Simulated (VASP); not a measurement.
# Li in VASP: further runs

The runs below take Li through single point, with PBE.

Program: VASP 6.6.1. These are calculated values, not measurements. Logs are shortened: lines on timing, memory, paths and dates and some standing lists are left out, and cuts for length are marked.

## 1. The cell of the first run

The typed cell holds 8 atoms: a = 6.239 Å, b = 5.803 Å, c = 5.190 Å, α = 116.25°, β = 90.13°, γ = 104.81°.

## 2. Single point, PBE

File INCAR:

```
ALGO     = Fast           # electronic algorithm
EDIFF    = 1E-6           # SCF threshold, eV
ENCUT    = 520            # plane-wave cutoff, eV
GGA      = PE             # functional
ISIF     = 2              # what is computed and relaxed
ISMEAR   = 0              # smearing method
LASPH    = T              # aspherical terms in the spheres
LCHARG   = T              # write CHGCAR
LELF     = T              # ELF
LREAL    = F              # projectors in reciprocal space
LVHAR    = T            
LWAVE    = F              # write WAVECAR
NBANDS   = 22             # bands
NELM     = 60             # most SCF steps
PREC     = Accurate       # precision mode
SIGMA    = 0.2            # smearing width, eV
```

File KPOINTS:

```
k-points
0
Gamma
  4 6 6
```

File POSCAR:

```
Li
1.0
   -0.7479065818     -0.4390012888      6.1785095665
    5.7403552611      0.3334662907     -0.7789583464
   -2.5824095141      4.5021571527     -0.0048062677
Li
8
Direct
    0.8746212795      0.4997858363      0.0473364262
    0.7504705893     -0.0001011218      0.4524085790
    0.6244550299      0.5000570356      0.5477006052
    0.3745325203      0.5000837659      0.0474816359
    0.2504264444      0.9999366280      0.4524181393
    0.1244841536      0.5000308887      0.5475163348
    0.5005251617      0.0000577654     -0.0474917173
    0.0004848212      0.0001492018     -0.0473700031
```

Potentials or basis: VASP PAW PBE potentials, release 64 (Li_sv).

On the command line:

```console
cat potpaw_PBE.64/Li_sv/POTCAR > POTCAR
mpirun -np 1 vasp_std > vasp.out
```

OUTCAR:

```text
EDIFF = 1E-6
   ENCUT = 520
   GGA = PE
   ISIF = 2
   ISMEAR = 0
   LASPH = T
   LREAL = F
   NELM = 60
   PREC = Accurate

 ion  position               nearest neighbor table
   1  0.875  0.500  0.047-
   2  0.750  1.000  0.452-
   3  0.624  0.500  0.548-
   4  0.375  0.500  0.047-
   5  0.250  1.000  0.452-
   6  0.124  0.500  0.548-
   7  0.501  0.000  0.953-
   8  0.000  0.000  0.953-

  LATTYP: Found a triclinic cell.
 ALAT       =     5.8283927800
 B/A-ratio  =     0.8905045198
 C/A-ratio  =     1.0704624819
 COS(alpha) =     0.0023082894
 COS(beta)  =     0.2564966949
 COS(gamma) =     0.4502192386

  Lattice vectors:

 A1 = (  -3.1579457470,  -4.8356234434,   0.7837646141)
 A2 = (   2.5824095141,  -4.5021571527,   0.0048062677)
 A3 = (  -0.7479065818,  -0.4390012888,   6.1785095665)

Analysis of symmetry for initial positions (statically):
=====================================================================
 Subroutine PRICEL returns:
 Original cell was already a primitive cell.

 Routine SETGRP: Setting up the symmetry group for a
 triclinic supercell.

 Subroutine GETGRP returns: Found  1 space group operations
 (whereof  1 operations were pure point group operations)
 out of a pool of  2 trial point group operations.

The static configuration has the point symmetry C_1 .

Analysis of symmetry for dynamics (positions and initial velocities):
=====================================================================
 Subroutine PRICEL returns:
 Original cell was already a primitive cell.

 Routine SETGRP: Setting up the symmetry group for a
 triclinic supercell.

 Subroutine GETGRP returns: Found  1 space group operations
 (whereof  1 operations were pure point group operations)
 out of a pool of  2 trial point group operations.

The dynamic configuration has the point symmetry C_1 .

 Subroutine INISYM returns: Found  1 space group operations
 (whereof  1 operations are pure point group operations),
 and found     1 'primitive' translations

----------------------------------------------------------------------------------------

                                     Primitive cell

[... 103 lines left out ...]
   LREAL  =      F    real-space projection
   EDIFFG = 0.1E-04   stopping-criterion for IOM
   NSW    =      0    number of steps for IOM
   IBRION =     -1    ionic relax: 0-MD 1-quasi-New 2-CG
   NFREE  =      0    steps in history (QN), initial steepest desc. (CG)
   ISIF   =      2    stress and relaxation
   ISYM   =      2    0-nonsym 1-usesym 2-fastsym
   POTIM  = 0.5000    time-step for ionic-motion
   TEBEG  =    0.0;   TEEND  =   0.0 temperature during run
   PSTRESS=    0.0 pullay stress
   NELECT =      24.0000    total number of electrons
   NUPDOWN=      -1.0000    fix difference up-down
   EMIN   =  10.00;   EMAX   =-10.00  energy-range for DOS
   EFERMI =   0.00;   METHOD = LEGACY
   ISMEAR =     0;   SIGMA  =   0.20  broadening in eV -4-tet -1-fermi 0-gaus
   EFERMI_NEDOS =   21; number of points for ismear=-14 and -15
   IALGO  =     68    algorithm
   IMIX   =      4    mixing-type and parameters
     AMIX     =   0.40;   BMIX     =  1.00
     AMIX_MAG =   1.60;   BMIX_MAG =  1.00
  volume/ion in A,a.u.               =      20.19       136.22
  Fermi-wavevector in a.u.,A,eV,Ry     =   0.867171  1.638716 10.231386  0.751986
  Thomas-Fermi vector in A             =   1.985666
   LORBIT       =      0    0 simple, 1 ext, 2 COOP (PROOUT), +10 PAW based schemes
   GGA     = PE    functional components
   LHFCALC =     F    Hartree Fock is set to
   AEXX    =    0.0000 exact exchange contribution
   IVDW    =     0    specifies the selected vdW correction
   LEPSILON=     F    determine dielectric tensor
   LRPA    =     F    only Hartree local field effects (RPA)
 non-spin polarized calculation
 RMM-DIIS sequential band-by-band and
 Gauss-broadening in eV      SIGMA  =   0.20
  energy-cutoff  :      520.00
  volume of cell :      161.48
 maximum number of plane-waves:      4371
 NGX is ok and might be reduce to    48

 number of electron      24.0000022 magnetization

 Free energy of the ion-electron system (eV)
  ---------------------------------------------------
  ext. energy  EPLUGINS =         0.00000000
  ---------------------------------------------------
  free energy    TOTEN  =       -15.28037526 eV

  energy without entropy =      -15.19500395  energy(sigma->0) =      -15.23768961

 E-fermi :   0.6060     XC(G=0):  -7.0544

 val. band max:        0.6003320011   @ k =   0.0000   0.1667   0.5000
 cond. band min:       0.6074856327   @ k =   0.0000   0.3333   0.5000
 fundamental gap:      0.0071536316
 Fermi energy:         0.6059922096

 k-point     1 :       0.0000    0.0000    0.0000
  band No.  band energies     occupation
      1     -45.8862      2.00000
      2     -45.8680      2.00000
      3     -45.8678      2.00000
      4     -45.8677      2.00000
      5     -45.8637      2.00000
      6     -45.8634      2.00000
[... 589 lines left out ...]
     21       5.9458      0.00000
     22       6.7993      0.00000

 [... further k-points ...]

------------------------ aborting loop because EDIFF is reached ----------------------------------------

  FORCE on cell =-STRESS in cart. coord.  units (eV):
  Direction    XX          YY          ZZ          XY          YZ          ZX
  --------------------------------------------------------------------------------------
  -------------------------------------------------------------------------------------
  Total       -0.0090733     -0.0626517      0.0046860      0.0229369     -0.0128664     -0.0314158
  in kB       -0.0900235     -0.6216158      0.0464937      0.2275752     -0.1276578     -0.3117003
  external PRESSURE =      -0.2217152 kB  Pullay stress =       0.0000000 kB

 VOLUME and BASIS-vectors are now :
 -----------------------------------------------------------------------------
  energy-cutoff  :      520.00
  volume of cell :      161.48
      direct lattice vectors                 reciprocal lattice vectors
    -0.747906582 -0.439001289  6.178509566     0.021707758  0.012627983  0.165376304
     5.740355261  0.333466291 -0.778958346     0.172246358  0.098829201  0.027872471
    -2.582409514  4.502157153 -0.004806268    -0.010641259  0.216026998  0.014061233

 POSITION                                       TOTAL-FORCE (eV/Angst)
 -----------------------------------------------------------------------------------
      2.09257     -0.00418      5.01432         0.000152      0.002732     -0.000933
      4.01019      2.04079      3.85574         0.000835     -0.001782     -0.000327
      0.98908      2.35845      3.46605        -0.000820      0.000135      0.001055
      2.46793      0.21611      1.92428        -0.001923      0.001795      0.000713
      4.38437      2.26037      0.76618         0.001123     -0.000891     -0.000146
      1.36334      2.57710      0.37699        -0.000843      0.001881      0.000435
     -2.83378      4.06863      3.08788         0.001541     -0.001359     -0.001005
     -2.45959      4.28873     -0.00170        -0.000066     -0.002511      0.000209
 -----------------------------------------------------------------------------------
    total drift:                               -0.000008     -0.000027      0.000002

  FREE ENERGIE OF THE ION-ELECTRON SYSTEM (eV)
  ---------------------------------------------------
  free  energy   TOTEN  =       -15.2803752641 eV

  energy  without entropy=      -15.1950039473  energy(sigma->0) =      -15.23768961
```

stdout:

```text
POSCAR found type information on POSCAR Li
 POSCAR found :  1 types and       8 ions
 scaLAPACK will be used
 LDA part: xc-table for (Slater+PW92), standard interpolation
 POSCAR, INCAR and KPOINTS ok, starting setup
 FFT: planning ... GRIDC
 FFT: planning ... GRID_SOFT
 FFT: planning ... GRID
 WAVECAR not read
 entering main loop
```

Run time: 3.3 min. Hardware: 1 thread of Intel Xeon 6975P-C (Granite Rapids), shared host; peak memory 0.37 GiB.

What came out:

| Property | Result |
| --- | --- |
| Free energy | -15.2804 eV |
| Band gap on the k mesh | zero (bands 12 and 13 overlap by 1.61 eV) |

Forces on the atoms (eV/Å):
```
Li   0.000  0.003 -0.001
Li   0.001 -0.002  0.000
Li  -0.001  0.000  0.001
Li  -0.002  0.002  0.001
Li   0.001 -0.001  0.000
Li  -0.001  0.002  0.000
Li   0.002 -0.001 -0.001
Li   0.000 -0.003  0.000
```

Levels at points of the mesh, in eV from the Fermi level:
```
           k point  band 10  band 11  band 12  band 13  band 14  band 15
(0.00, 0.00, 0.00)    -0.40    -0.40     0.02     0.87     0.91     1.81
(0.50, 0.00, 0.00)    -2.75     0.53     0.53     1.53     1.53     1.96
(0.00, 0.50, 0.00)    -2.42    -0.35    -0.34     0.04     1.36     1.67
(0.50, 0.50, 0.00)    -2.16    -1.08    -1.08     0.99     0.99     2.00
(0.00, 0.00, 0.50)    -2.22    -0.11     0.06     0.06     0.58     0.69
(0.50, 0.00, 0.50)    -1.71    -1.17    -1.17     0.03     0.03     1.60
(0.00, 0.50, 0.50)    -2.21    -0.10     0.03     0.03     0.58     0.65
(0.50, 0.50, 0.50)    -1.70    -1.16    -1.16    -0.01    -0.01     1.58
```

Caveat: the cutoff is under 1.25 times the usual one of these potentials, so pressure, stress and relaxed cells hold a basis-set (Pulay) error.

## 3. Single point, PBE

This run uses another cell than the first one: it holds 2 atoms, not 8.

File INCAR:

```
SYSTEM = Li
PREC = Accurate ; ENCUT = 520
EDIFF = 1E-6 ; ISMEAR = 0
SIGMA = 0.1 ; LREAL = .FALSE.
LASPH = .TRUE. ; NELM = 80
ALGO = Fast ; ISIF = 2
LWAVE = .FALSE. ; LCHARG = .FALSE.
GGA = PE ; NBANDS = 10
```

File KPOINTS:

```
Automatic mesh
0
G
  20 20 12
  0 0 0
```

File POSCAR:

```
Li
1.0
    1.5263663478     -2.6362132722      0.0145251830
    1.5263663478      2.6362132722      0.0145251830
   -0.0228404612      0.0000000000      5.0275345696
Li
2
Direct
    0.3328150937      0.6671849063      0.2500000000
    0.6671849063      0.3328150937      0.7500000000
```

Potentials or basis: VASP PAW PBE potentials, release 64 (Li_sv).

On the command line:

```console
cat potpaw_PBE.64/Li_sv/POTCAR > POTCAR
mpirun -np 1 vasp_std > vasp.out
```

Run time: 3.3 min. Hardware: 1 thread of Intel Xeon 6975P-C (Granite Rapids), shared host; peak memory 0.45 GiB.

The run converged. Its results:

```
Free energy            : -3.8147 eV
Band gap on the k mesh : zero (bands 3 and 4 overlap by 4.51 eV)
```

Levels at points of the mesh, in eV from the Fermi level:
| k point | band 1 | band 2 | band 3 | band 4 | band 5 | band 6 |
| --- | --- | --- | --- | --- | --- | --- |
| (0.00, 0.00, 0.00) | -46.53 | -46.51 | -3.56 | -0.07 | 2.85 | 12.56 |
| (0.50, 0.00, 0.00) | -46.51 | -46.51 | -0.07 | 1.05 | 4.67 | 5.81 |
| (0.50, 0.50, 0.00) | -46.51 | -46.51 | -0.06 | 1.08 | 4.68 | 5.84 |
| (0.00, 0.00, 0.50) | -46.52 | -46.52 | -2.46 | -2.46 | 7.83 | 7.83 |
| (0.50, 0.00, 0.50) | -46.51 | -46.51 | 0.67 | 0.70 | 3.49 | 3.54 |
| (0.50, 0.50, 0.50) | -46.51 | -46.51 | 0.70 | 0.70 | 3.53 | 3.53 |

Caveat: the cutoff is under 1.25 times the usual one of these potentials, so pressure, stress and relaxed cells hold a basis-set (Pulay) error.
